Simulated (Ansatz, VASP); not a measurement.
**Two plane-wave programs on Tl**

```
Tl
1.0
    -1.92636    1.92636    1.92636
     1.92636   -1.92636    1.92636
     1.92636    1.92636   -1.92636
Tl
1
Direct
  0.00000 0.00000 0.00000
```

Alike in both runs: task relaxation of cell and atoms; functional PBEsol; k mesh 16 × 16 × 16; occupations fermi-dirac, width 0.08 eV; no spin polarisation.

|  | VASP | Ansatz |
| --- | --- | --- |
| version | VASP 6.6.1 | Ansatz 0.2.0 |
| potentials or method | VASP PAW PBE potentials, release 64 (Tl_d) | PAW with Ansatz's default frozen-core files, scalar-relativistic |
| plane-wave cutoff (eV) | 600 | 420 |
| valence electrons in the cell | 13 | 13 |

|  | VASP | Ansatz | Ansatz less VASP |
| --- | --- | --- | --- |
| relaxed volume (Å³/atom) | 28.59 | 28.59 | 0.000 |
| relaxed cell length with the largest relative difference (Å) | 3.337 | 3.337 | 0.0000 |

VASP's potentials were made for PBE, not for PBEsol.

Spin-orbit coupling is off throughout. Noted on VASP's run: the relaxation stopped at its first step, so nothing moved.
